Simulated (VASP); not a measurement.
# GaP (zincblende type) (F-43m) in VASP: notebook, part 2 of 2

VASP 6.6.1. Earlier steps stand in the parts before.

### Step 3. Single point, PBE (volume scaled by 0.94)

Input file INCAR:

```
PREC = Accurate
ENCUT = 520
EDIFF = 1E-7
ISMEAR = -1
SIGMA = 0.1
LREAL = False
LASPH = True
NELM = 100
ALGO = Normal
ISIF = 2
LWAVE = False
LCHARG = False
GGA = PE
NBANDS = 16
```

Input file KPOINTS:

```
Automatic mesh
0
Gamma
  12 12 12
```

Input file POSCAR:

```
GaP
1.0
    0.0000000000      2.6968047667      2.6968047667
    2.6968047667      0.0000000000      2.6968047667
    2.6968047667      2.6968047667      0.0000000000
Ga P
1 1
Direct
    0.0000000000      0.0000000000      0.0000000000
    0.2500000000      0.2500000000      0.2500000000
```

Potentials or basis: VASP PAW PBE potentials, release 64 (Ga_d, P).

The run is started by

```
$ cat potpaw_PBE.64/Ga_d/POTCAR potpaw_PBE.64/P/POTCAR > POTCAR
$ mpirun -np 1 vasp_std > vasp.out
```

OUTCAR:

```text
PREC = Accurate
   ENCUT = 520
   EDIFF = 1E-7
   ISMEAR = -1
   LREAL = False
   LASPH = True
   NELM = 100
   ISIF = 2
   GGA = PE

 ion  position               nearest neighbor table
   1  0.000  0.000  0.000-   2 2.34   2 2.34   2 2.34   2 2.34
   2  0.250  0.250  0.250-   1 2.34   1 2.34   1 2.34   1 2.34

  LATTYP: Found a face centered cubic cell.
 ALAT       =     5.3936095334

  Lattice vectors:

 A1 = (   0.0000000000,   2.6968047667,   2.6968047667)
[... 640 lines left out ...]

------------------------ aborting loop because EDIFF is reached ----------------------------------------

  FORCE on cell =-STRESS in cart. coord.  units (eV):
  Direction    XX          YY          ZZ          XY          YZ          ZX
  --------------------------------------------------------------------------------------
  -------------------------------------------------------------------------------------
  Total        1.3285627      1.3285627      1.3285627     -0.0000000      0.0000000     -0.0000000
  in kB       54.2642914     54.2642914     54.2642914     -0.0000000      0.0000000     -0.0000000
  external PRESSURE =      54.2642914 kB  Pullay stress =       0.0000000 kB

 VOLUME and BASIS-vectors are now :
 -----------------------------------------------------------------------------
  energy-cutoff  :      520.00
  volume of cell :       39.23
      direct lattice vectors                 reciprocal lattice vectors
     0.000000000  2.696804767  2.696804767    -0.185404597  0.185404597  0.185404597
     2.696804767  0.000000000  2.696804767     0.185404597 -0.185404597  0.185404597
     2.696804767  2.696804767  0.000000000     0.185404597  0.185404597 -0.185404597

 POSITION                                       TOTAL-FORCE (eV/Angst)
 -----------------------------------------------------------------------------------
      0.00000      0.00000      0.00000         0.000000      0.000000     -0.000000
      1.34840      1.34840      1.34840        -0.000000     -0.000000      0.000000
 -----------------------------------------------------------------------------------
    total drift:                                0.000002      0.000002      0.000002

  FREE ENERGIE OF THE ION-ELECTRON SYSTEM (eV)
  ---------------------------------------------------
  free  energy   TOTEN  =        -9.0877775107 eV

  energy  without entropy=       -9.0877620540  energy(sigma->0) =       -9.08776978
```

stdout:

```text
POSCAR found type information on POSCAR GaP
 POSCAR found :  2 types and       2 ions
 scaLAPACK will be used
 LDA part: xc-table for (Slater+PW92), standard interpolation
 POSCAR, INCAR and KPOINTS ok, starting setup
 FFT: planning ... GRIDC
 FFT: planning ... GRID_SOFT
 FFT: planning ... GRID
 WAVECAR not read
 entering main loop
```

It took 37 s on 1 thread of Intel Xeon 6975P-C (Granite Rapids), shared host; peak memory 0.18 GiB.

Results:

- Free energy: -9.0878 eV
- Pressure: 5.4 GPa
- Band gap on the k mesh: 1.54 eV, indirect (least direct gap 2.09 eV)

Levels at points of the mesh, in eV from the valence-band top:
| k point | band 6 | band 7 | band 8 | band 9 | band 10 | band 11 | band 12 | band 13 |
| --- | --- | --- | --- | --- | --- | --- | --- | --- |
| (0.00, 0.00, 0.00) | -12.73 | 0.00 | 0.00 | 0.00 | 2.09 | 3.88 | 3.88 | 3.88 |
| (0.50, 0.00, 0.00) | -10.56 | -6.81 | -1.16 | -1.16 | 1.77 | 4.71 | 4.71 | 8.34 |
| (0.50, 0.50, 0.00) | -9.62 | -6.90 | -2.79 | -2.79 | 1.59 | 1.79 | 10.83 | 10.83 |

Caveat: the cell differs from its parent crystal (volume scaled by 0.94).

### Step 4. Single point, PBE

This run uses another cell than the first one, of 20.87 Å³/atom, 1.136 times its volume.

Input file INCAR:

```
SYSTEM = GaP
PREC     = Accurate       ! precision mode
ENCUT    = 520            ! plane-wave cutoff, eV
EDIFF    = 1E-6           ! SCF threshold, eV
ISMEAR   = -1             ! smearing method
SIGMA    = 0.1            ! smearing width, eV
LREAL    = .FALSE.        ! projectors in reciprocal space
LASPH    = .TRUE.         ! aspherical terms in the spheres
NELM     = 100            ! most SCF steps
ALGO     = Normal         ! electronic algorithm
ISIF     = 2              ! what is computed and relaxed
LWAVE    = .FALSE.        ! write WAVECAR
LCHARG   = .FALSE.        ! write CHGCAR
GGA      = PE             ! functional
NBANDS   = 16             ! bands
```

Input file KPOINTS:

```
regular mesh
0
G
  12 12 12
  0 0 0
```

Input file POSCAR:

```
GaP
1.0
    0.0000000000      2.7530042971      2.7530042971
    2.7530042971      0.0000000000      2.7530042971
    2.7530042971      2.7530042971      0.0000000000
Ga P
1 1
Direct
    0.0000000000      0.0000000000      0.0000000000
    0.2500000000      0.2500000000      0.2500000000
```

The run is started by

```
$ cat potpaw_PBE.64/Ga_d/POTCAR potpaw_PBE.64/P/POTCAR > POTCAR
$ mpirun -np 1 vasp_std > vasp.out
```

Wall time 50 s (1 thread of Intel Xeon 6975P-C (Granite Rapids), shared host); peak memory 0.19 GiB.

The run converged. Its results:

| Property | Result |
| --- | --- |
| Free energy | -9.1280 eV |
| Pressure | -0.1 GPa |
| Band gap on the k mesh | 1.58 eV, direct |

Levels at points of the mesh, in eV from the valence-band top:
```csv
k point,band 6,band 7,band 8,band 9,band 10,band 11,band 12,band 13
"(0.00, 0.00, 0.00)",-12.27,0.00,0.00,0.00,1.58,3.90,3.90,3.90
"(0.50, 0.00, 0.00)",-10.30,-6.46,-1.07,-1.07,1.58,4.73,4.73,8.23
"(0.50, 0.50, 0.00)",-9.44,-6.61,-2.58,-2.58,1.72,1.85,10.37,10.37
```

A k mesh can miss the band edges. A hybrid or GW would open this gap; PBE tends to underestimate it.

### Step 5. Summary

| cell | gap on the mesh (eV) | pressure (GPa) |
| --- | --- | --- |
| a = 3.731 Å, angles 60.0°, 2 atoms | 1.40 | 13.0 |
| a = 3.814 Å, angles 60.0°, 2 atoms | 1.54 | 5.4 |
| a = 3.893 Å, angles 60.0°, 2 atoms | 1.58 | -0.1 |

Alike in all rows: task single point; level PBE; potentials or basis VASP PAW PBE potentials, release 64 (Ga_d, P); no spin polarisation; k mesh 12 × 12 × 12; cutoff (eV) 520; smearing fermi-dirac 0.1 eV.

Absolute energies hang on the potentials; compare differences alone.
